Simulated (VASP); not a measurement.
# SrScS2 (Pmmn) in VASP: relaxation of cell and atoms with PBE

Aim: the relaxation of cell and atoms of SrScS2 with PBE.

Program: VASP 6.6.1. These are calculated values, not measurements. Logs are shortened: lines on timing, memory, paths and dates and some standing lists are left out, and cuts for length are marked.

## (1) The cell of the first run

The structure is orthorhombic, space group Pmmn (No. 59). Conventional cell: a = 4.250 Å, b = 4.782 Å, c = 9.419 Å, α = 90.00°, β = 90.00°, γ = 90.00°. Within 4.3 Å of Sr (site symmetry mm2) lie 9 S at 3.11 to 4.29 Å and 5 Sc at 3.87 to 3.89 Å and 2 Sr at 4.25 Å. Sc (site symmetry mm2) has 5 S at 2.41 to 2.53 Å within 3.2 Å. S (site symmetry mm2) has 4 Sc at 2.41 to 2.53 Å and 2 Sr at 3.29 Å and 4 S at 3.37 Å within 3.4 Å. Within 3.3 Å of S (site symmetry mm2) lie 1 Sc at 2.42 Å and 5 Sr at 3.11 to 3.21 Å.

## (2) Relaxation of cell and atoms, PBE

INCAR reads:

```
SYSTEM = SrScS2
PREC     = Accurate       ! precision mode
ENCUT    = 600            ! plane-wave cutoff, eV
EDIFF    = 1E-7           ! SCF threshold, eV
ISMEAR   = -1             ! smearing method
SIGMA    = 0.1            ! smearing width, eV
LREAL    = .FALSE.        ! projectors in reciprocal space
LASPH    = .TRUE.         ! aspherical terms in the spheres
NELM     = 60             ! most SCF steps
ALGO     = Normal         ! electronic algorithm
ISIF     = 3              ! what is computed and relaxed
LWAVE    = .FALSE.        ! write WAVECAR
LCHARG   = .FALSE.        ! write CHGCAR
GGA      = PE             ! functional
IBRION   = 2              ! ionic algorithm
NSW      = 60             ! ionic steps
EDIFFG   = -0.01          ! ionic threshold
```

KPOINTS reads:

```
regular mesh
0
G
  4 4 2
  0 0 0
```

POSCAR reads:

```
SrScS2
1.0
    4.2497350000      0.0000000000      0.0000000000
    0.0000000000      4.7821730000      0.0000000000
    0.0000000000      0.0000000000      9.4188190000
Sr Sc S
2 2 4
Direct
    0.2500000000      0.7500000000      0.3224500000
    0.7500000000      0.2500000000      0.6775500000
    0.7500000000      0.2500000000      0.0906000000
    0.2500000000      0.7500000000      0.9094000000
    0.7500000000      0.7500000000      0.0557000000
    0.2500000000      0.2500000000      0.9443000000
    0.7500000000      0.2500000000      0.3473000000
    0.2500000000      0.7500000000      0.6527000000
```

Potentials or basis: VASP PAW PBE potentials, release 64 (Sr_sv, Sc_sv, S).

Started as:

```
cat potpaw_PBE.64/Sr_sv/POTCAR potpaw_PBE.64/Sc_sv/POTCAR potpaw_PBE.64/S/POTCAR > POTCAR
mpirun -np 1 vasp_std > vasp.out
```

OUTCAR:

```text
SYSTEM = SrScS2
   PREC = Accurate
   ENCUT = 600
   EDIFF = 1E-7
   ISMEAR = -1
   LREAL = .FALSE.
   LASPH = .TRUE.
   NELM = 60
   ISIF = 3
   GGA = PE
   IBRION = 2
   NSW = 60
   EDIFFG = -0.01

 ion  position               nearest neighbor table
   1  0.250  0.750  0.322-   8 3.11   7 3.21   7 3.21   7 3.21   7 3.21   5 3.29   5 3.29   3 3.87
                             3 3.87   3 3.87   3 3.87   4 3.89   2 4.63   2 4.63   2 4.63   2 4.63
   2  0.750  0.250  0.678-   7 3.11   8 3.21   8 3.21   8 3.21   8 3.21   6 3.29   6 3.29   4 3.87
                             4 3.87   4 3.87   4 3.87   3 3.89   1 4.63   1 4.63   1 4.63   1 4.63
   3  0.750  0.250  0.091-   5 2.41   5 2.41   7 2.42   6 2.53   6 2.53   1 3.87   1 3.87   1 3.87
                             1 3.87   2 3.89
   4  0.250  0.750  0.909-   6 2.41   6 2.41   8 2.42   5 2.53   5 2.53   2 3.87   2 3.87   2 3.87
                             2 3.87   1 3.89
   5  0.750  0.750  0.056-   3 2.41   3 2.41   4 2.53   4 2.53   1 3.29   1 3.29
   6  0.250  0.250  0.944-   4 2.41   4 2.41   3 2.53   3 2.53   2 3.29   2 3.29
   7  0.750  0.250  0.347-   3 2.42   2 3.11   1 3.21   1 3.21   1 3.21   1 3.21
   8  0.250  0.750  0.653-   4 2.42   1 3.11   2 3.21   2 3.21   2 3.21   2 3.21

  LATTYP: Found a simple orthorhombic cell.
 ALAT       =     4.2497350000
 B/A-ratio  =     1.1252873414
 C/A-ratio  =     2.2163309006

  Lattice vectors:

 A1 = (   4.2497350000,   0.0000000000,   0.0000000000)
 A2 = (   0.0000000000,   4.7821730000,   0.0000000000)
 A3 = (   0.0000000000,   0.0000000000,   9.4188190000)

Analysis of symmetry for initial positions (statically):
=====================================================================
 Subroutine PRICEL returns:
 Original cell was already a primitive cell.

 Routine SETGRP: Setting up the symmetry group for a
 simple orthorhombic supercell.

 Subroutine GETGRP returns: Found  8 space group operations
 (whereof  2 operations were pure point group operations)
 out of a pool of  8 trial point group operations.

The static configuration has the point symmetry S_2 .
 The point group associated with its full space group is D_2h.

Analysis of symmetry for dynamics (positions and initial velocities):
=====================================================================
 Subroutine PRICEL returns:
 Original cell was already a primitive cell.

 Routine SETGRP: Setting up the symmetry group for a
 simple orthorhombic supercell.

 Subroutine GETGRP returns: Found  8 space group operations
 (whereof  2 operations were pure point group operations)
 out of a pool of  8 trial point group operations.

The dynamic configuration has the point symmetry S_2 .
 The point group associated with its full space group is D_2h.
[... 126 lines left out ...]
  Fermi-wavevector in a.u.,A,eV,Ry     =   1.147964  2.169337 17.930049  1.317821
  Thomas-Fermi vector in A             =   2.284641
   LORBIT       =      0    0 simple, 1 ext, 2 COOP (PROOUT), +10 PAW based schemes
   GGA     = PE    functional components
   LHFCALC =     F    Hartree Fock is set to
   AEXX    =    0.0000 exact exchange contribution
   IVDW    =     0    specifies the selected vdW correction
   LEPSILON=     F    determine dielectric tensor
   LRPA    =     F    only Hartree local field effects (RPA)
 conjugate gradient relaxation of ions
 non-spin polarized calculation
  energy-cutoff  :      600.00
  volume of cell :      191.42
 maximum number of plane-waves:      6427
 NGX is ok and might be reduce to    36
   NGX = 17   NGY = 19   NGZ = 37

--------------------------------------- Ionic step        1  -------------------------------------------

 number of electron      66.0000000 magnetization

 Free energy of the ion-electron system (eV)
  ---------------------------------------------------
  ext. energy  EPLUGINS =         0.00000000
  ---------------------------------------------------
  free energy    TOTEN  =       -46.35017375 eV

  energy without entropy =      -46.15892198  energy(sigma->0) =      -46.25454787

------------------------ aborting loop because EDIFF is reached ----------------------------------------

  FORCE on cell =-STRESS in cart. coord.  units (eV):
  Direction    XX          YY          ZZ          XY          YZ          ZX
  --------------------------------------------------------------------------------------
  -------------------------------------------------------------------------------------
  Total       -1.4673684      8.9587582      3.0168878      0.0000000      0.0000000      0.0000000
  in kB      -12.2819168     74.9850725     25.2514405      0.0000000      0.0000000      0.0000000
  external PRESSURE =      29.3181988 kB  Pullay stress =       0.0000000 kB
[... 71 lines left out ...]
--------------------------------------- Ionic step        3  -------------------------------------------

 number of electron      66.0000008 magnetization

 E-fermi :   4.8879     XC(G=0):  -9.1148

 val. band max:        4.8607140016   @ k =   0.2500   0.0000   0.0000
 cond. band min:       4.8971328308   @ k =   0.2500   0.5000   0.0000
 fundamental gap:      0.0364188292
 Fermi energy:         4.8879466087

 k-point     1 :       0.0000    0.0000    0.0000
  band No.  band energies     occupation
      1     -45.3809      2.00000
      2     -45.3701      2.00000
      3     -31.9052      2.00000
      4     -31.9025      2.00000
      5     -24.1102      2.00000
      6     -24.0896      2.00000
[... 780 lines left out ...]
  FREE ENERGIE OF THE ION-ELECTRON SYSTEM (eV)
  ---------------------------------------------------
  free  energy   TOTEN  =       -46.6892675544 eV

  energy  without entropy=      -46.5015737138  energy(sigma->0) =      -46.59542063

[... ionic steps 4 to 18 ...]

--------------------------------------- Ionic step       19  -------------------------------------------

 number of electron      65.9999998 magnetization

------------------------ aborting loop because EDIFF is reached ----------------------------------------
[... 79 lines left out ...]
--------------------------------------- Ionic step       21  -------------------------------------------

 number of electron      65.9999998 magnetization

 Free energy of the ion-electron system (eV)
  ---------------------------------------------------
  ext. energy  EPLUGINS =         0.00000000
  ---------------------------------------------------
  free energy    TOTEN  =       -47.24865893 eV

  energy without entropy =      -47.09650417  energy(sigma->0) =      -47.17258155

 E-fermi :   5.0404     XC(G=0):  -9.4536

 val. band max:        5.0064936795   @ k =   0.2500   0.2500   0.0000
 cond. band min:       5.0545215905   @ k =   0.2500   0.0000   0.5000
 fundamental gap:      0.0480279110
 Fermi energy:         5.0404404252

 k-point     1 :       0.0000    0.0000    0.0000
  band No.  band energies     occupation
      1     -45.0576      2.00000
      2     -45.0392      2.00000
      3     -31.0258      2.00000
      4     -31.0184      2.00000
      5     -23.7876      2.00000
      6     -23.7545      2.00000
[... 780 lines left out ...]
  FREE ENERGIE OF THE ION-ELECTRON SYSTEM (eV)
  ---------------------------------------------------
  free  energy   TOTEN  =       -47.2486589293 eV

  energy  without entropy=      -47.0965041740  energy(sigma->0) =      -47.17258155

 reached required accuracy - stopping structural energy minimisation
```

OSZICAR:

```text
N       E                     dE             d eps       ncg     rms          rms(c)
DAV:   1     0.100232243695E+04    0.10023E+04   -0.31419E+04  1404   0.178E+03
DAV:   2     0.102090922142E+03   -0.90023E+03   -0.88798E+03  1732   0.557E+02
[... 245 lines left out ...]
DAV:   2    -0.472486649816E+02   -0.64822E-04   -0.94858E-04  1674   0.181E-01    0.213E-02
DAV:   3    -0.472486605489E+02    0.44327E-05   -0.38797E-05  2128   0.407E-02    0.145E-02
DAV:   4    -0.472486580618E+02    0.24871E-05   -0.91521E-06  2216   0.181E-02    0.598E-03
DAV:   5    -0.472486583748E+02   -0.31296E-06   -0.14983E-06  2024   0.699E-03    0.434E-03
DAV:   6    -0.472486586199E+02   -0.24510E-06   -0.10960E-07  1067   0.287E-03    0.217E-03
DAV:   7    -0.472486589161E+02   -0.29627E-06   -0.96291E-08  1017   0.351E-03    0.107E-03
DAV:   8    -0.472486589293E+02   -0.13169E-07   -0.52183E-08   961   0.273E-03
  21 F= -.47248659E+02 E0= -.47172582E+02  d E =-.195701E-04
```

CONTCAR:

```text
SrScS2
   1.00000000000000
     3.9718948695294283    0.0000000000000000    0.0000000000000000
     0.0000000000000000    5.0041721183515344    0.0000000000000000
     0.0000000000000000    0.0000000000000000    9.5117496334973328
  Sr              Sc              S
     2     2     4
Direct
     0.2500000000000000    0.7500000000000000    0.3414579610244901
     0.7500000000000000    0.2500000000000000    0.6585420389755099
     0.7500000000000000    0.2500000000000000    0.0778471000277798
     0.2500000000000000    0.7500000000000000    0.9221528999722203
     0.7500000000000000    0.7500000000000000    0.0934997938157529
     0.2500000000000000    0.2500000000000000    0.9065002061842469
     0.7500000000000000    0.2500000000000000    0.3503725457295123
     0.2500000000000000    0.7500000000000000    0.6496274542704875

  0.00000000E+00  0.00000000E+00  0.00000000E+00
  0.00000000E+00  0.00000000E+00  0.00000000E+00
  0.00000000E+00  0.00000000E+00  0.00000000E+00
  0.00000000E+00  0.00000000E+00  0.00000000E+00
  0.00000000E+00  0.00000000E+00  0.00000000E+00
  0.00000000E+00  0.00000000E+00  0.00000000E+00
  0.00000000E+00  0.00000000E+00  0.00000000E+00
  0.00000000E+00  0.00000000E+00  0.00000000E+00
```

It took 30 min on 1 thread of Intel Xeon Platinum 8488C (Sapphire Rapids), shared host; peak memory 0.45 GiB.

Results:

```yaml
Free_energy: -47.2487 eV
Relaxed_volume: 23.63 Å³/atom
Relaxed_cell: a = 3.972 Å, b = 5.004 Å, c = 9.512 Å, α = 90.00°, β = 90.00°, γ = 90.00°
Space_group_after_relaxing_to_0.1_Å: Pmmn (No. 59)
Energy_gained_by_relaxing: 112.3 meV/atom
Ionic_steps: 21
Pressure_after_relaxing: 0.0 GPa
Band_gap_on_the_k_mesh: zero (bands 33 and 34 overlap by 1.17 eV)
```

Forces on the atoms (eV/Å):
```
Sr   0.000  0.000  0.002
Sr   0.000  0.000 -0.002
Sc   0.000  0.000  0.002
Sc   0.000  0.000 -0.002
S    0.000  0.000 -0.002
S    0.000  0.000  0.002
S    0.000  0.000  0.001
S    0.000  0.000 -0.001
```

Step by step:
```csv
step,energy change (eV),largest force (eV/Å),pressure (GPa),volume (Å³)
1,0.0000,0.9439,2.93,191.42
2,-0.3385,0.9827,-2.02,203.61
3,-0.3391,0.9803,-1.82,203.00
4,-0.5235,1.0102,-1.17,198.18
5,-0.6908,0.8495,0.72,188.60
6,-0.8215,0.3433,0.50,187.63
7,-0.8494,0.3769,0.46,186.94
8,-0.8723,0.2536,-0.11,188.82
9,-0.8784,0.1590,-0.56,190.42
10,-0.8885,0.1406,0.11,188.72
11,-0.8888,0.1389,0.25,188.38
12,-0.8940,0.0941,0.09,188.85
13,-0.8951,0.1046,-0.01,189.18
14,-0.8977,0.0556,-0.04,189.32
15,-0.8982,0.0193,-0.07,189.42
16,-0.8982,0.0209,-0.07,189.41
17,-0.8984,0.0167,0.05,188.99
18,-0.8984,0.0168,0.04,189.01
19,-0.8985,0.0114,-0.02,189.10
20,-0.8985,0.0112,-0.01,189.09
21,-0.8985,0.0023,0.00,189.06
```

Final structure:
```yaml
crystal:
  lattice:
    - [3.97189, 0.00000, 0.00000]
    - [0.00000, 5.00417, 0.00000]
    - [0.00000, 0.00000, 9.51175]
  atoms:
    - { symbol: Sr, position: [0.25000, 0.75000, 0.34146] }
    - { symbol: Sr, position: [0.75000, 0.25000, 0.65854] }
    - { symbol: Sc, position: [0.75000, 0.25000, 0.07785] }
    - { symbol: Sc, position: [0.25000, 0.75000, 0.92215] }
    - { symbol: S, position: [0.75000, 0.75000, 0.09350] }
    - { symbol: S, position: [0.25000, 0.25000, 0.90650] }
    - { symbol: S, position: [0.75000, 0.25000, 0.35037] }
    - { symbol: S, position: [0.25000, 0.75000, 0.64963] }
```

Caveat: the k points lie up to 0.40 Å⁻¹ apart in the final cell, too coarse for converged energies and pressures of a metal.

The gap in the log of VASP goes by the Fermi energy; the results here count the filled bands.